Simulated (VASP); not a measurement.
Wanted: the native input for a VASP 6.6.1 run.

- Task: relaxation of cell and atoms
- Functional: PBEsol
- Dispersion: D3(BJ)
- Potentials or basis: VASP PAW PBE potentials, release 64 (Pt)
- Cutoff: 600 eV
- k mesh: 12 × 12 × 12
- Occupations: fermi-dirac, width 0.05 eV
- Spin: no spin polarisation
- Dipole correction: no
- Further INCAR settings: ALGO = Normal; EDIFF = 1e-07; IBRION = 2; EDIFFG = -0.01; NSW = 60; ISIF = 3

The structure of Pt lies in POSCAR:

```
Pt
1.0
    0.0000000000      1.9609000000      1.9609000000
    1.9609000000      0.0000000000      1.9609000000
    1.9609000000      1.9609000000      0.0000000000
Pt
1
Direct
    0.0000000000      0.0000000000      0.0000000000
```

These files were run (other wordings do the same):

INCAR

```
SYSTEM = Pt
ALGO     = Normal         ! electronic algorithm
EDIFF    = 1E-7           ! SCF threshold, eV
EDIFFG   = -0.01          ! ionic threshold
ENCUT    = 600            ! plane-wave cutoff, eV
GGA      = PS             ! functional
IBRION   = 2              ! ionic algorithm
ISIF     = 3              ! what is computed and relaxed
ISMEAR   = -1             ! smearing method
IVDW     = 12             ! dispersion correction
LASPH    = .TRUE.         ! aspherical terms in the spheres
LCHARG   = .FALSE.        ! write CHGCAR
LREAL    = .FALSE.        ! projectors in reciprocal space
LWAVE    = .FALSE.        ! write WAVECAR
NELM     = 60             ! most SCF steps
NSW      = 60             ! ionic steps
PREC     = Accurate       ! precision mode
SIGMA    = 0.05           ! smearing width, eV
```

KPOINTS

```
k-points
0
G
  12 12 12
  0 0 0
```

Potentials or basis: VASP PAW PBE potentials, release 64 (Pt).

Launch:

```console
$ cat potpaw_PBE.64/Pt/POTCAR > POTCAR
$ mpirun -np 1 vasp_std > vasp.out
```

Results of the run:

```json
{
  "Relaxed volume": "14.62 Å³/atom",
  "Relaxed cell": "a = 2.745 Å, b = 2.745 Å, c = 2.745 Å, α = 60.00°, β = 60.00°, γ = 60.00°",
  "Space group after relaxing (to 0.05 Å)": "Fm-3m (No. 225)",
  "Energy gained by relaxing": "13.3 meV/atom",
  "Ionic steps": "4",
  "Pressure after relaxing": "0.0 GPa",
  "Band gap on the k mesh": "zero (band 5 reaches 12.24 eV, above the bottom of band 6 at 9.88 eV)",
  "Dispersion energy per atom": "-0.772 eV"
}
```

Caveat: the PAW data sets were made with another functional, which shifts forces and pressure a little; spin-orbit coupling is left out, which moves the levels of the heavy elements; pairwise dispersion overbinds metals, which lowers pressure and volume.

Run time: 43 s on 1 thread of AMD EPYC 7R43 64-Core Processor (Zen 3) (shared host), peak memory 0.13 GiB.
